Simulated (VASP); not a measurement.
A run of VASP 6.6.1 is set up as follows.

The input INCAR:

```
SYSTEM = Cd3CuO
PREC = Accurate ; ENCUT = 520
EDIFF = 1E-7 ; ISMEAR = 0
SIGMA = 0.1 ; LREAL = .FALSE.
LASPH = .TRUE. ; NELM = 80
ALGO = Normal ; ISIF = 2
LWAVE = .FALSE. ; LCHARG = .FALSE.
GGA = PE ; NBANDS = 34
```

KPOINTS

```
regular mesh
0
G
  10 10 4
  0 0 0
```

The input POSCAR:

```
Cd3CuO
1.0
    3.1509788733      0.0000000000      0.0000000000
    0.0000000000      3.1509788733      0.0000000000
    0.0000000000      0.0000000000     10.0312997721
Cd Cu O
3 1 1
Direct
    0.5000000000      0.5000000000      0.5000000000
    0.5000000000      0.5000000000      0.1647398011
    0.5000000000      0.5000000000      0.8352601989
    0.0000000000      0.0000000000      0.0000000000
    0.0000000000      0.0000000000      0.5000000000
```

Potentials or basis: VASP PAW PBE potentials, release 64 (Cd, Cu, O).

Run with:

```sh
$ cat potpaw_PBE.64/Cd/POTCAR potpaw_PBE.64/Cu/POTCAR potpaw_PBE.64/O/POTCAR > POTCAR
$ mpirun -np 1 vasp_std > vasp.out
```

Task: What does it give for the largest force?

Result: 0.035 eV/Å.

Task: Estimate the pressure.

Result: 0.7 GPa.

Stress tensor (GPa, compression positive):
```
0.88 0.00 0.00
0.00 0.88 0.00
0.00 0.00 0.22
```

Caveat: an odd number of electrons without spin polarisation forces a metal; a magnetic or distorted state may lie lower.
